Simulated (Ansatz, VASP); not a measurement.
**Mg2C3 in VASP and in Ansatz**

Contents of POSCAR:

```
Mg2C3
1.0
    2.5199012120     -2.4696403627     -0.0056927360
    2.5199012120      2.4696403627     -0.0056927360
   -1.2935735941      0.0000000000      4.3595397203
Mg C
2 3
Direct
    0.8082382625      0.8082382625      0.1984312469
    0.1917617375      0.1917617375      0.8015687531
    0.3041690745      0.3041690745      0.2614645499
    0.6958309255      0.6958309255      0.7385354501
    0.5000000000      0.5000000000      0.5000000000
```

Contents of INCAR.step1:

```
SYSTEM = Mg2C3
PREC     = Accurate       ! precision mode
ENCUT    = 520            ! plane-wave cutoff, eV
ISMEAR   = 0              ! smearing method
SIGMA    = 0.05           ! smearing width, eV
LREAL    = .FALSE.        ! projectors in reciprocal space
LASPH    = .TRUE.         ! aspherical terms in the spheres
NELM     = 60             ! most SCF steps
NBANDS   = 16             ! bands
GGA      = PE             ! functional
ALGO     = Normal         ! electronic algorithm
EDIFF    = 1E-4           ! SCF threshold, eV
LWAVE    = .TRUE.         ! write WAVECAR
LCHARG   = .FALSE.        ! write CHGCAR
```

INCAR.step2

```
SYSTEM = Mg2C3
PREC     = Accurate       ! precision mode
ENCUT    = 520            ! plane-wave cutoff, eV
EDIFF    = 1E-6           ! SCF threshold, eV
ISMEAR   = 0              ! smearing method
SIGMA    = 0.05           ! smearing width, eV
LREAL    = .FALSE.        ! projectors in reciprocal space
LASPH    = .TRUE.         ! aspherical terms in the spheres
NELM     = 60             ! most SCF steps
ALGO     = Normal         ! electronic algorithm
ISIF     = 2              ! what is computed and relaxed
LWAVE    = .FALSE.        ! write WAVECAR
LCHARG   = .FALSE.        ! write CHGCAR
METAGGA  = R2SCAN         ! meta-GGA
LMIXTAU  = .TRUE.       
NBANDS   = 16             ! bands
ISTART   = 1
```

Contents of KPOINTS:

```
Automatic mesh
0
G
  10 10 6
  0 0 0
```

Input for Ansatz:

```yaml
crystal:
  lattice:
    - [2.519901212, -2.4696403627, -0.005692736]
    - [2.519901212, 2.4696403627, -0.005692736]
    - [-1.2935735941, 0.0, 4.3595397203]
  atoms:
    - { symbol: Mg, position: [0.8082382625, 0.8082382625, 0.1984312469] }
    - { symbol: Mg, position: [0.1917617375, 0.1917617375, 0.8015687531] }
    - { symbol: C, position: [0.3041690745, 0.3041690745, 0.2614645499] }
    - { symbol: C, position: [0.6958309255, 0.6958309255, 0.7385354501] }
    - { symbol: C, position: [0.5, 0.5, 0.5] }
basis:
  ecutwfc: 500
kpoints:
  mp_grid: { grid: [10, 10, 6] }
hamiltonian:
  xc: r2scan
scf:
  occupations: { method: gaussian, width: 0.05 }
output:
  forces: true
  stress: true
  eigenvalues: true
```

Alike in both runs: task single point; functional r2SCAN; k mesh 10 × 10 × 6; occupations gaussian, width 0.05 eV; no spin polarisation.

|  | VASP | Ansatz |
| --- | --- | --- |
| version | VASP 6.6.1 | Ansatz 0.2.0 |
| potentials or method | VASP PAW PBE potentials, release 64 (Mg, C), cutoff 520 eV | scalar-relativistic, plane waves, PAW |
| valence electrons in the cell | 16 | 32 |

VASP gave:

```
gap on the k mesh at the Fermi level (eV)                     : 2.17
least direct gap on the mesh (eV)                             : 2.59
pressure (GPa)                                                : 17.7
traceless stress, the component that is largest in VASP (GPa) : 36.46
rms of the force components (eV/Å)                            : 1.977
```

Q: What did Ansatz give for the same quantities?

A: gap on the k mesh at the Fermi level (eV): 2.19; least direct gap on the mesh (eV): 2.62; pressure (GPa): 17.9; traceless stress, the component that is largest in VASP (GPa): 36.06; rms of the force components (eV/Å): 1.937.

VASP's potentials were made for PBE, not for r2SCAN. Atom by atom the forces differ by 0.043 eV/Å (rms over components). VASP's potentials hold 16 valence electrons a cell and Ansatz's 32, so a difference there can come from the potentials and not from the codes.
